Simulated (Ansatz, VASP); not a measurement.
**Two plane-wave programs on Sr**

File INCAR:

```
PREC = Accurate
ENCUT = 520
EDIFF = 1E-7
ISMEAR = -1
SIGMA = 0.1
LREAL = False
LASPH = True
NELM = 60
ALGO = Normal
ISIF = 2
LWAVE = False
LCHARG = True
GGA = PE
LELF = True
LVHAR = True
NBANDS = 11
```

The input KPOINTS:

```
Automatic mesh
0
Gamma
  15 15 15
```

The input POSCAR:

```
Sr
1.0
   -2.2851332929      2.2851332929      2.2851332929
    2.2851332929     -2.2851332929      2.2851332929
    2.2851332929      2.2851332929     -2.2851332929
Sr
1
Direct
    0.0000000000      0.0000000000      0.0000000000
```

Input for Ansatz:

```yaml
crystal:
  lattice:
    - [-2.2851332929, 2.2851332929, 2.2851332929]
    - [2.2851332929, -2.2851332929, 2.2851332929]
    - [2.2851332929, 2.2851332929, -2.2851332929]
  atoms:
    - { symbol: Sr, position: [0.0, 0.0, 0.0] }
hamiltonian:
  xc: pbe
  pseudopotentials:
    kind: paw
    azcp:
      Sr: "pseudopotentials/Sr.paw.azcp"
basis:
  ecutwfc: 420
  fft_grid_basis: typed
kpoints:
  mp_grid: { grid: [15, 15, 15], shift: [0, 0, 0] }
magnetization:
  spin_polarized: false
scf:
  occupations: { method: fermi_dirac, width: 0.1 }
output:
  stress: true
```

Alike in both runs: task single point; functional PBE; k mesh 15 × 15 × 15; occupations fermi-dirac, width 0.1 eV; no spin polarisation.

```csv
,VASP,Ansatz
version,VASP 6.6.1,Ansatz 0.2.0
potentials or method,"VASP PAW PBE potentials, release 64 (Sr_sv), cutoff 520 eV","plane waves (420 eV) with PAW, scalar-relativistic"
valence electrons in the cell,10,10
```

```csv
,VASP,Ansatz,Ansatz less VASP
pressure (GPa),1.8,1.8,-0.01
```

The functional is the same, so the differences come from potentials, cutoffs and numerics.
